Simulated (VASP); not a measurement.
Write the native input for VASP 6.6.1 that does the following.

| Quantity | Value |
| --- | --- |
| Task | single point |
| Functional | PBEsol |
| Potentials or basis | VASP PAW PBE potentials, release 64 (Be) |
| Cutoff | 520 eV |
| k mesh | 12 × 12 × 12 |
| Occupations | fermi-dirac, width 0.05 eV |
| Spin | no spin polarisation |
| Dipole correction | no |
| Further INCAR settings | ALGO = Normal; EDIFF = 1e-06; NBANDS = 9 |

The structure of Be lies in POSCAR:

```
Be
1.0
    0.0000000000      2.1463250724      2.1463250724
    2.1463250724      0.0000000000      2.1463250724
    2.1463250724      2.1463250724      0.0000000000
Be
2
Direct
   -0.1700000000     -0.1100000000     -0.1100000000
    0.1700000000      0.1100000000      0.1100000000
```

This cell differs from its parent crystal: shortest bond scaled by 0.88.

The input as run:

INCAR

```
  ALGO = Normal
  EDIFF = 1E-6
  ENCUT = 520
  GGA = PS
  ISIF = 2
  ISMEAR = -1
  LASPH = True
  LCHARG = False
  LREAL = False
  LWAVE = False
  NBANDS = 9
  NELM = 100
  PREC = Accurate
  SIGMA = 0.05
```

KPOINTS

```
k-points
0
Gamma
  12 12 12
```

Potentials or basis: VASP PAW PBE potentials, release 64 (Be).

Run with:

```console
$ cat potpaw_PBE.64/Be/POTCAR > POTCAR
$ mpirun -np 1 vasp_std > vasp.out
```

It gave:

The pressure is 36.2 GPa. The largest force is 3.814 eV/Å. The band gap on the k mesh is zero (bands 2 and 3 overlap by 6.46 eV).

Caveat: the cell differs from its parent crystal (shortest bond scaled by 0.88); the cell stands under pressure; the PAW data sets were made with another functional, which shifts forces and pressure a little.

Run time: 28 s on 1 thread of Intel Xeon 8259CL, with other jobs on the host, peak memory 0.15 GiB.
